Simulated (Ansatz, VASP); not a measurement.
**One calculation of TiC, two programs**

File INCAR:

```
PREC = Accurate
ENCUT = 520
EDIFF = 1E-6
ISMEAR = 0
SIGMA = 0.1
LREAL = False
LASPH = True
NELM = 150
ALGO = Normal
ISIF = 2
LWAVE = False
LCHARG = False
ISPIN = 2
MAGMOM = 0.62 0.62 0 0
LORBIT = 11
LMAXMIX = 4
GGA = PE
NBANDS = 28
```

Contents of KPOINTS:

```
regular mesh
0
Gamma
  12 12 12
```

The input POSCAR:

```
TiC
1.0
    4.3155618434      0.0000000000      0.0000000000
   -2.1577809217      3.7373861880      0.0000000000
    0.0000000000      0.0000000000      4.2030485181
Ti C
2 2
Direct
    0.3333333333      0.6666666667      0.0000000000
    0.6666666667      0.3333333333      0.0000000000
    0.3333333333      0.6666666667      0.5000000000
    0.6666666667      0.3333333333      0.5000000000
```

Input for Ansatz:

```yaml
crystal:
  lattice:
    - [4.3155618434, 0.0, 0.0]
    - [-2.1577809217, 3.737386188, 0.0]
    - [0.0, 0.0, 4.2030485181]
  atoms:
    - { symbol: Ti, position: [0.3333333333, 0.6666666667, 0.0], spin: 0.62 }
    - { symbol: Ti, position: [0.6666666667, 0.3333333333, 0.0], spin: 0.62 }
    - { symbol: C, position: [0.3333333333, 0.6666666667, 0.5] }
    - { symbol: C, position: [0.6666666667, 0.3333333333, 0.5] }
basis:
  ecutwfc: 420
kpoints:
  mp_grid: { grid: [12, 12, 12] }
  band_path:
    path:
      - [[0.0, 0.0, 0.0], [0.5, 0.0, 0.0], [0.33333333, 0.33333333, 0.0], [0.0, 0.0, 0.0], [0.0, 0.0, 0.5], [0.5, 0.0, 0.5], [0.33333333, 0.33333333, 0.5], [0.0, 0.0, 0.5]]
      - [[0.5, 0.0, 0.5], [0.5, 0.0, 0.0]]
      - [[0.33333333, 0.33333333, 0.5], [0.33333333, 0.33333333, 0.0]]
    npoints: 14
hamiltonian:
  xc: pbe
scf:
  occupations: { method: gaussian, width: 0.1 }
  n_extra_bands: 10
output:
  forces: true
  stress: true
  eigenvalues: true
  populations: true
  dos: { projected: true, de: 0.02, nscf_kmesh: { grid: [15, 15, 15] } }
  bader: true
  write_density: true
  write_potential: true
  elf: true
  volumetric_format: npy
magnetization:
  spin_polarized: true
checkpoint:
  read: start.run
  write: ck
  compress: false
  write_wavefunctions: false
  write_every: 100000
```

Alike in both runs: task single point; functional PBE; k mesh 12 × 12 × 12; occupations gaussian, width 0.1 eV; collinear spin.

```csv
,VASP,Ansatz
version,VASP 6.6.1,Ansatz 0.2.0
potentials or method,"VASP PAW PBE potentials, release 64 (Ti_sv, C), cutoff 520 eV","scalar-relativistic, plane waves, PAW"
valence electrons in the cell,32,32
```

|  | VASP | Ansatz | Ansatz less VASP |
| --- | --- | --- | --- |
| gap on the k mesh at the Fermi level (eV) | none | none | - |
| pressure (GPa) | -0.1 | 0.0 | +0.03 |
| traceless stress, the component that is largest in VASP (GPa) | 0.06 | 0.01 | -0.055 |
| net moment per atom (μB) | 0.44 | 0.45 | +0.008 |
| size of the moment on the site where the two differ most (μB) | 0.77 | 0.56 | -0.207 |

Site moments also hang on the region over which each program counts them. A gap of «none» marks a metal or a gap that the smearing closes. Ansatz's warnings: stability check not made.
